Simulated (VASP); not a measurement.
# Si2W (I4/mmm) in VASP: further runs

Si2W is run at these levels: PBEsol, PBE, PBE+U; tasks: single point.

All numbers are computed with VASP 6.6.1; they aren't measurements. Logs are shortened: lines on timing, memory, paths and dates and some standing lists are left out, and cuts for length are marked.

## 1. The cell of the first run

The structure is tetragonal, space group I4/mmm (No. 139). The conventional cell has a = 3.214 Å, b = 3.214 Å, c = 7.830 Å, α = 90.00°, β = 90.00°, γ = 90.00°. W (site symmetry 4/mmm) has 10 Si at 2.62 Å and 4 W at 3.21 Å within 3.4 Å. Si (site symmetry 4mm) has 9 Si at 2.59 to 3.21 Å and 5 W at 2.62 Å within 3.4 Å.

## 2. Single point, PBEsol, non-collinear spin, zero start, spin-orbit coupling

The input, INCAR:

```
SYSTEM = Si2W
  PREC = Accurate
  ENCUT = 520
  EDIFF = 1E-6
  ISMEAR = -1
  SIGMA = 0.05
  LREAL = .False.
  LASPH = .True.
  NELM = 150
  ALGO = Normal
  ISIF = 2
  LWAVE = .False.
  LCHARG = .False.
  MAGMOM = 0 0 0 0 0 0 0 0 0
  LORBIT = 11
  LSORBIT = .True.
  GGA_COMPAT = .False.
  LORBMOM = .True.
  LMAXMIX = 4
  GGA = PS
  NBANDS = 35
```

The input, KPOINTS:

```
Automatic mesh
0
Gamma
  9 9 9
  0 0 0
```

The input, POSCAR:

```
Si2W
1.0
   -1.6069000000      1.6069000000      3.9149500000
    1.6069000000     -1.6069000000      3.9149500000
    1.6069000000      1.6069000000     -3.9149500000
W Si
1 2
Direct
    0.0000000000      0.0000000000      0.0000000000
    0.6653000000      0.6653000000      0.0000000000
    0.3347000000      0.3347000000      0.0000000000
```

Potentials or basis: VASP PAW PBE potentials, release 64 (W_sv, Si).

On the command line:

```bash
$ cat potpaw_PBE.64/W_sv/POTCAR potpaw_PBE.64/Si/POTCAR > POTCAR
$ mpirun -np 1 vasp_ncl > vasp.out
```

OUTCAR:

```text
SYSTEM = Si2W
   PREC = Accurate
   ENCUT = 520
   EDIFF = 1E-6
   ISMEAR = -1
   LREAL = .False.
   LASPH = .True.
   NELM = 150
   ISIF = 2
   LORBIT = 11
   LSORBIT = .True.
   GGA = PS

 ion  position               nearest neighbor table
   1  0.000  0.000  0.000-   2 2.62   2 2.62   2 2.62   3 2.62   2 2.62   3 2.62   3 2.62   3 2.62
                             2 2.62   3 2.62
   2  0.665  0.665  0.000-   3 2.59   1 2.62   1 2.62   1 2.62   1 2.62   1 2.62   3 2.63   3 2.63
                             3 2.63   3 2.63
   3  0.335  0.335  0.000-   2 2.59   1 2.62   1 2.62   1 2.62   1 2.62   1 2.62   2 2.63   2 2.63
                             2 2.63   2 2.63

  LATTYP: Found a body centered tetragonal cell.
 ALAT       =     3.2138000000
 C/A-ratio  =     2.4363370465

  Lattice vectors:

 A1 = (  -1.6069000000,   1.6069000000,   3.9149500000)
 A2 = (   1.6069000000,  -1.6069000000,   3.9149500000)
 A3 = (   1.6069000000,   1.6069000000,  -3.9149500000)

Analysis of symmetry for initial positions (statically):
=====================================================================
 Subroutine PRICEL returns:
 Original cell was already a primitive cell.

 Routine SETGRP: Setting up the symmetry group for a
 body centered tetragonal supercell.

 Subroutine GETGRP returns: Found 16 space group operations
 (whereof 16 operations were pure point group operations)
 out of a pool of 16 trial point group operations.

The static configuration has the point symmetry D_4h.

Analysis of symmetry for dynamics (positions and initial velocities):
=====================================================================
 Subroutine PRICEL returns:
 Original cell was already a primitive cell.

 Routine SETGRP: Setting up the symmetry group for a
 body centered tetragonal supercell.

 Subroutine GETGRP returns: Found 16 space group operations
 (whereof 16 operations were pure point group operations)
 out of a pool of 16 trial point group operations.

The dynamic configuration has the point symmetry D_4h.

Analysis of structural, dynamic, and magnetic symmetry:
=====================================================================
 Subroutine PRICEL returns:
 Original cell was already a primitive cell.

 Routine SETGRP: Setting up the symmetry group for a
 body centered tetragonal supercell.

 Subroutine GETGRP returns: Found 16 space group operations
 (whereof 16 operations were pure point group operations)
 out of a pool of 16 trial point group operations.

The overall configuration has the point symmetry D_4h.

 Subroutine INISYM returns: Found 16 space group operations
 (whereof 16 operations are pure point group operations),
 and found     1 'primitive' translations

----------------------------------------------------------------------------------------

                                     Primitive cell

  volume of cell :      40.4356

  direct lattice vectors                    reciprocal lattice vectors
    -1.606900000  1.606900000  3.914950000     0.000000000  0.311158131  0.127715552
     1.606900000 -1.606900000  3.914950000     0.311158131  0.000000000  0.127715552
     1.606900000  1.606900000 -3.914950000     0.311158131  0.311158131  0.000000000

  length of vectors
     4.526708376  4.526708376  4.526708376     0.336348992  0.336348992  0.440044048

  position of ions in fractional coordinates (direct lattice)
     0.000000000  0.000000000  0.000000000
     0.665300000  0.665300000  0.000000000
     0.334700000  0.334700000  0.000000000

  ion indices of the primitive-cell ions
   primitive index   ion index
                 1           1
                 2           2
                 3           3

----------------------------------------------------------------------------------------

 KPOINTS: Automatic mesh

Automatic generation of k-mesh.
 Grid dimensions read from file:
 generate k-points for:    9    9    9

 Generating k-lattice:

  Cartesian coordinates                     Fractional coordinates (reciprocal lattice)
     0.000000000  0.034573126  0.014190617     0.111111111  0.000000000  0.000000000
     0.034573126  0.000000000  0.014190617     0.000000000  0.111111111  0.000000000
     0.034573126  0.034573126  0.000000000     0.000000000  0.000000000  0.111111111

  Length of vectors
     0.037372110  0.037372110  0.048893783

  Shift w.r.t. Gamma in fractional coordinates (k-lattice)
     0.000000000  0.000000000  0.000000000

 Subroutine IBZKPT returns following result:
 ===========================================

 Found     75 irreducible k-points:

[... 53 lines left out ...]
   POTIM  = 0.5000    time-step for ionic-motion
   TEBEG  =    0.0;   TEEND  =   0.0 temperature during run
   PSTRESS=    0.0 pullay stress
   NELECT =      22.0000    total number of electrons
   NUPDOWN=      -1.0000    fix difference up-down
   EMIN   =  10.00;   EMAX   =-10.00  energy-range for DOS
   EFERMI =   0.00;   METHOD = LEGACY
   ISMEAR =    -1;   SIGMA  =   0.05  broadening in eV -4-tet -1-fermi 0-gaus
   EFERMI_NEDOS =   21; number of points for ismear=-14 and -15
   IALGO  =     38    algorithm
   IMIX   =      4    mixing-type and parameters
     AMIX     =   0.40;   BMIX     =  1.00
     AMIX_MAG =   1.60;   BMIX_MAG =  1.00
  volume/ion in A,a.u.               =      13.48        90.96
  Fermi-wavevector in a.u.,A,eV,Ry     =   1.336476  2.525573 24.302284  1.786167
  Thomas-Fermi vector in A             =   2.465099
   LORBIT       =     11    0 simple, 1 ext, 2 COOP (PROOUT), +10 PAW based schemes
   GGA     = PS    functional components
   LHFCALC =     F    Hartree Fock is set to
   AEXX    =    0.0000 exact exchange contribution
   IVDW    =     0    specifies the selected vdW correction
   LEPSILON=     F    determine dielectric tensor
   LRPA    =     F    only Hartree local field effects (RPA)
  energy-cutoff  :      520.00
  volume of cell :       40.44
 maximum number of plane-waves:      2236
 NGX is ok and might be reduce to    36
   NGX = 17   NGY = 17   NGZ = 17

 number of electron      21.9999999 magnetization       0.0000000      0.0000000      0.0000000

 number of electron      21.9999999 magnetization      -0.0000000     -0.0000000     -0.0000000

 number of electron      21.9999999 magnetization       0.0000000     -0.0000000      0.0000000

 number of electron      21.9999999 magnetization      -0.0000000      0.0000000     -0.0000000

 Free energy of the ion-electron system (eV)
  ---------------------------------------------------
  ext. energy  EPLUGINS =         0.00000000
  ---------------------------------------------------
  free energy    TOTEN  =       -27.41966596 eV

  energy without entropy =      -27.41689854  energy(sigma->0) =      -27.41828225

 E-fermi :  11.7901     XC(G=0): -12.6062

 val. band max:       11.7369057069   @ k =  -0.2222  -0.3333   0.2222
 cond. band min:      11.7966970894   @ k =  -0.4444  -0.4444   0.4444
 fundamental gap:      0.0597913825
 Fermi energy:        11.7901411518

 k-point     1 :       0.0000    0.0000    0.0000
  band No.  band energies     occupation
      1     -61.9606      1.00000
      2     -61.9606      1.00000
      3     -32.0975      1.00000
      4     -32.0975      1.00000
      5     -23.4649      1.00000
      6     -23.4649      1.00000
[... 877 lines left out ...]
     33      17.8857      0.00000
     34      17.8857      0.00000

 [... further k-points ...]

 [bands above 34 left out]

------------------------ aborting loop because EDIFF is reached ----------------------------------------

  FORCE on cell =-STRESS in cart. coord.  units (eV):
  Direction    XX          YY          ZZ          XY          YZ          ZX
  --------------------------------------------------------------------------------------
  -------------------------------------------------------------------------------------
  Total       -0.3549497     -0.3549497     -0.3207166      0.0000000      0.0000000      0.0000000
  in kB      -14.0641495    -14.0641495    -12.7077334      0.0000000      0.0000000      0.0000000
  external PRESSURE =     -13.6120108 kB  Pullay stress =       0.0000000 kB

 VOLUME and BASIS-vectors are now :
 -----------------------------------------------------------------------------
  energy-cutoff  :      520.00
  volume of cell :       40.44
      direct lattice vectors                 reciprocal lattice vectors
    -1.606900000  1.606900000  3.914950000     0.000000000  0.311158131  0.127715552
     1.606900000 -1.606900000  3.914950000     0.311158131  0.000000000  0.127715552
     1.606900000  1.606900000 -3.914950000     0.311158131  0.311158131  0.000000000

 POSITION                                       TOTAL-FORCE (eV/Angst)
 -----------------------------------------------------------------------------------
      0.00000      0.00000      0.00000        -0.000000     -0.000000      0.000000
      0.00000      0.00000      5.20923         0.000000      0.000000     -0.000504
      0.00000      0.00000      2.62067        -0.000000     -0.000000      0.000504
 -----------------------------------------------------------------------------------
    total drift:                               -0.000000      0.000000     -0.000000

  FREE ENERGIE OF THE ION-ELECTRON SYSTEM (eV)
  ---------------------------------------------------
  free  energy   TOTEN  =       -27.4196659644 eV

  energy  without entropy=      -27.4168985353  energy(sigma->0) =      -27.41828225

 orbital moment (x)

 # of ion     p       d       tot
 ----------------------------------------
  1         0.000  -0.000  -0.000
  2        -0.000   0.000  -0.000
  3         0.000   0.000   0.000
 ----------------------------------------
           -0.000  -0.000  -0.000

 orbital moment (y)

 # of ion     p       d       tot
 ----------------------------------------
  1         0.000   0.000   0.000
  2        -0.000   0.000  -0.000
  3        -0.000   0.000  -0.000
 ----------------------------------------
           -0.000   0.000  -0.000

 orbital moment (z)

 # of ion     p       d       tot
 ----------------------------------------
  1         0.000   0.000   0.000
  2         0.000   0.000   0.000
  3         0.000   0.000   0.000
 ----------------------------------------
            0.000   0.000   0.000

 Spin-Orbit-Coupling matrix elements

 Ion:    1  E_soc:     -1.5433533
 l=   1
     0.0000000    -0.2285792    -0.2291635
    -0.2285792     0.0000000    -0.2285792
    -0.2291635    -0.2285792     0.0000000
 l=   2
     0.0000000    -0.0060020     0.0000000    -0.0060020    -0.0226006
    -0.0060020     0.0000000    -0.0164968    -0.0065048    -0.0056259
     0.0000000    -0.0164968     0.0000000    -0.0164968     0.0000000
    -0.0060020    -0.0065048    -0.0164968     0.0000000    -0.0056259
    -0.0226006    -0.0056259     0.0000000    -0.0056259     0.0000000
 l=   3
     0.0000000     0.0000000     0.0000000     0.0000000     0.0000000     0.0000000     0.0000000
     0.0000000     0.0000000     0.0000000     0.0000000     0.0000000     0.0000000     0.0000000
     0.0000000     0.0000000     0.0000000     0.0000000     0.0000000     0.0000000     0.0000000
     0.0000000     0.0000000     0.0000000     0.0000000     0.0000000     0.0000000     0.0000000
[... 29 lines left out ...]
 l=   2
     0.0000000     0.0000000     0.0000000     0.0000000     0.0000000
     0.0000000     0.0000000     0.0000000     0.0000000     0.0000000
     0.0000000     0.0000000     0.0000000     0.0000000     0.0000000
     0.0000000     0.0000000     0.0000000     0.0000000     0.0000000
     0.0000000     0.0000000     0.0000000     0.0000000     0.0000000
 l=   3
     0.0000000     0.0000000     0.0000000     0.0000000     0.0000000     0.0000000     0.0000000
     0.0000000     0.0000000     0.0000000     0.0000000     0.0000000     0.0000000     0.0000000
     0.0000000     0.0000000     0.0000000     0.0000000     0.0000000     0.0000000     0.0000000
     0.0000000     0.0000000     0.0000000     0.0000000     0.0000000     0.0000000     0.0000000
     0.0000000     0.0000000     0.0000000     0.0000000     0.0000000     0.0000000     0.0000000
     0.0000000     0.0000000     0.0000000     0.0000000     0.0000000     0.0000000     0.0000000
     0.0000000     0.0000000     0.0000000     0.0000000     0.0000000     0.0000000     0.0000000

 total charge

# of ion       s       p       d       tot
------------------------------------------
    1        2.317   6.312   3.621  12.251
    2        0.737   0.889   0.000   1.626
    3        0.737   0.889   0.000   1.626
--------------------------------------------------
tot          3.791   8.090   3.621  15.503

 magnetization (x)

# of ion       s       p       d       tot
------------------------------------------
    1        0.000   0.000   0.000   0.000
    2       -0.000   0.000   0.000  -0.000
    3        0.000   0.000   0.000   0.000
--------------------------------------------------
tot         -0.000   0.000   0.000  -0.000

 magnetization (y)

# of ion       s       p       d       tot
------------------------------------------
    1        0.000   0.000   0.000   0.000
    2        0.000  -0.000   0.000   0.000
    3       -0.000  -0.000   0.000  -0.000
--------------------------------------------------
tot         -0.000  -0.000   0.000  -0.000

 magnetization (z)

# of ion       s       p       d       tot
------------------------------------------
    1        0.000  -0.000  -0.000  -0.000
    2        0.000   0.000   0.000   0.000
    3        0.000   0.000   0.000   0.000
--------------------------------------------------
tot          0.000  -0.000  -0.000  -0.000
```

Wall time 10 min (1 thread of AMD EPYC 7R13, shared host); peak memory 0.43 GiB.

Results:

```yaml
Free_energy: -27.4197 eV
Pressure: -1.4 GPa
Net_moment: 0.00 μB per cell
Valence_electrons_inside_the_program's_atomic_spheres: W 12.25; Si 1.63
```

Stress tensor (GPa, compression positive):
```
-1.41  0.00  0.00
 0.00 -1.41  0.00
 0.00  0.00 -1.27
```

Moments on the atoms (μB; x, y, z):
```
W   0.00 0.00 0.00
Si  0.00 0.00 0.00
Si  0.00 0.00 0.00
```

Caveat: the PAW data sets were made with another functional, which shifts forces and pressure a little.

## 3. Single point, PBE

The input, INCAR:

```
  PREC = Accurate
  ENCUT = 520
  EDIFF = 1E-6
  ISMEAR = -1
  SIGMA = 0.05
  LREAL = False
  LASPH = True
  NELM = 60
  ALGO = Normal
  ISIF = 2
  LWAVE = False
  LCHARG = False
  GGA = PE
  NBANDS = 18
```

The input, KPOINTS:

```
Automatic mesh
0
Gamma
  7 7 7
```

POSCAR is that of step 2.

Potentials or basis: VASP PAW PBE potentials, release 64 (W_sv, Si).

On the command line:

```bash
$ cat potpaw_PBE.64/W_sv/POTCAR potpaw_PBE.64/Si/POTCAR > POTCAR
$ mpirun -np 1 vasp_std > vasp.out
```

It took 62 s on 1 thread of Intel Xeon 8259CL, shared host; peak memory 0.22 GiB.

It converged, with:

- Free energy: -24.8103 eV
- Pressure: 3.3 GPa
- Largest force: 0.041 eV/Å
- Band gap on the k mesh: zero (bands 11 and 12 overlap by 1.06 eV)

Forces in eV/Å, atoms in the order of the input:
```
W    0.000  0.000  0.000
Si   0.000  0.000  0.041
Si   0.000  0.000 -0.041
```

Stress tensor (GPa, compression positive):
```
3.31 0.00 0.00
0.00 3.31 0.00
0.00 0.00 3.40
```

Levels at points of the mesh, in eV from the Fermi level:
| k point | band 7 | band 8 | band 9 | band 10 | band 11 | band 12 | band 13 | band 14 | band 15 | band 16 |
| --- | --- | --- | --- | --- | --- | --- | --- | --- | --- | --- |
| (0.00, 0.00, 0.00) | -3.68 | -3.25 | -2.78 | -2.78 | 0.68 | 2.80 | 3.00 | 3.13 | 3.13 | 4.70 |

Caveat: the cell stands under pressure; spin-orbit coupling is left out, which moves the levels of the heavy elements.

## 4. Single point, PBE+U

The input, INCAR:

```
PREC     = Accurate       # precision mode
ENCUT    = 520            # plane-wave cutoff, eV
EDIFF    = 1E-6           # SCF threshold, eV
ISMEAR   = -1             # smearing method
SIGMA    = 0.05           # smearing width, eV
LREAL    = F              # projectors in reciprocal space
LASPH    = T              # aspherical terms in the spheres
NELM     = 150            # most SCF steps
ALGO     = Normal         # electronic algorithm
ISIF     = 2              # what is computed and relaxed
LWAVE    = F              # write WAVECAR
LCHARG   = F              # write CHGCAR
LMAXMIX  = 4              # l up to which the mixer works
LDAU     = T              # DFT+U
LDAUTYPE = 2            
LDAUL    = 2 -1           # shell
LDAUU    = 1 0            # U, eV
LDAUJ    = 0 0          
LDAUPRINT= 1            
GGA      = PE             # functional
NBANDS   = 18             # bands
```

The input, KPOINTS:

```
regular mesh
0
Gamma
  12 12 12
```

POSCAR is that of step 3.

On the command line:

```bash
$ cat potpaw_PBE.64/W_sv/POTCAR potpaw_PBE.64/Si/POTCAR > POTCAR
$ mpirun -np 1 vasp_std > vasp.out
```

Run time: 4 min. Hardware: 1 thread of Intel Xeon 8259CL, shared host; peak memory 0.28 GiB.

The run converged. Its results:

```
Free energy            : -23.6683 eV
Pressure               : 4.2 GPa
Largest force          : 0.073 eV/Å
Band gap on the k mesh : zero (bands 11 and 12 overlap by 1.30 eV)
```

Forces on the atoms (eV/Å):
```
W    0.000  0.000  0.000
Si   0.000  0.000  0.073
Si   0.000  0.000 -0.073
```

Stress tensor (GPa, compression positive):
```
4.11 0.00 0.00
0.00 4.11 0.00
0.00 0.00 4.52
```

Levels at points of the mesh, in eV from the Fermi level:
| k point | band 9 | band 10 | band 11 | band 12 | band 13 | band 14 |
| --- | --- | --- | --- | --- | --- | --- |
| (0.00, 0.00, 0.00) | -2.86 | -2.86 | 0.59 | 2.71 | 2.90 | 3.02 |
| (0.50, 0.00, 0.00) | -2.82 | -2.74 | -0.45 | 2.76 | 2.79 | 3.90 |
| (0.50, 0.50, 0.00) | -5.03 | -3.27 | -1.82 | 2.76 | 3.09 | 3.17 |
| (0.50, 0.50, 0.50) | -0.88 | -0.88 | -0.52 | -0.52 | 0.77 | 4.47 |

Eigenvalues of the final occupation matrices:
```
    site  spin  trace               eigenvalues
site 1 d     1   1.82  0.27 0.32 0.41 0.41 0.41
site 1 d     2   1.82  0.27 0.32 0.41 0.41 0.41
```

Caveat: the cell stands under pressure; spin-orbit coupling is left out, which moves the levels of the heavy elements; U without spin polarisation on a metal has little footing; the U is typed as a test and isn't derived for this compound.

## 5. The runs side by side

```csv
level,spin,U,k mesh,gap on the mesh (eV),pressure (GPa),largest force (eV/Å)
PBEsol,"non-collinear, zero start, SOC",-,9 × 9 × 9,-,-1.4,-
PBE,off,-,7 × 7 × 7,none,3.3,0.04
PBE+U,off,W d U = 1.0 eV,12 × 12 × 12,none,4.2,0.07
```

Alike in all rows: task single point; potentials or basis VASP PAW PBE potentials, release 64 (W_sv, Si); cell as given; cutoff (eV) 520; smearing fermi-dirac 0.05 eV.

The pressure there spans -1.4 GPa (PBEsol) to 4.2 GPa (PBE+U); a positive pressure means that this level wants a larger cell, a negative one a smaller.

Caveats: the cell stands under pressure (at least some runs); spin-orbit coupling is left out, which moves the levels of the heavy elements (at least some runs); the PAW data sets were made with another functional, which shifts forces and pressure a little (at least some runs); U without spin polarisation on a metal has little footing (at least some runs); the U is typed as a test and isn't derived for this compound (at least some runs).

Total energies depend on the potentials used, so only differences within one code and one set of settings carry meaning.
